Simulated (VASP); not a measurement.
# Li2O: single point with PBE

Crystal: Li2O.

```
O Li
1.0
     0.00000    2.24761    2.24761
     2.24761    0.00000    2.24761
     2.24761    2.24761    0.00000
O Li
1 2
Direct
  0.00000 0.00000 0.00000
  0.25000 0.25000 0.25000
  0.75000 0.75000 0.75000
```

This cell differs from its parent crystal: volume changed by -5%.

| Quantity | Value |
| --- | --- |
| Program | VASP 6.6.1 |
| Task | single point |
| Functional | PBE |
| Potentials or basis | VASP PAW PBE potentials, release 64 (O, Li_sv) |
| Cutoff | 750 eV |
| k mesh | 6 × 6 × 6 |
| Occupations | gaussian, width 0.01 eV |
| Spin | no spin polarisation |
| Dipole correction | no |
| Further INCAR settings | ALGO = Normal; EDIFF = 1e-06; NBANDS = 13 |

| Property | Result |
| --- | --- |
| Pressure | 7.9 GPa |
| Band gap on the k mesh | 5.14 eV, indirect (least direct gap 5.89 eV) |

Levels at points of the mesh, in eV from the valence-band top:
| k point | band 3 | band 4 | band 5 | band 6 | band 7 | band 8 | band 9 | band 10 |
| --- | --- | --- | --- | --- | --- | --- | --- | --- |
| (0.00, 0.00, 0.00) | -15.58 | 0.00 | 0.00 | 0.00 | 5.89 | 12.41 | 12.41 | 12.41 |
| (0.50, 0.00, 0.00) | -15.35 | -2.97 | -0.49 | -0.49 | 9.76 | 10.66 | 12.52 | 12.52 |
| (0.50, 0.50, 0.00) | -15.31 | -1.66 | -1.52 | -1.52 | 5.14 | 14.33 | 14.33 | 15.83 |

Wall time 6.4 s on 1 thread of AMD EPYC 9R45 96-Core Processor (Zen 5), with other jobs on the host, peak memory 0.12 GiB.

 A k mesh can miss the band edges.
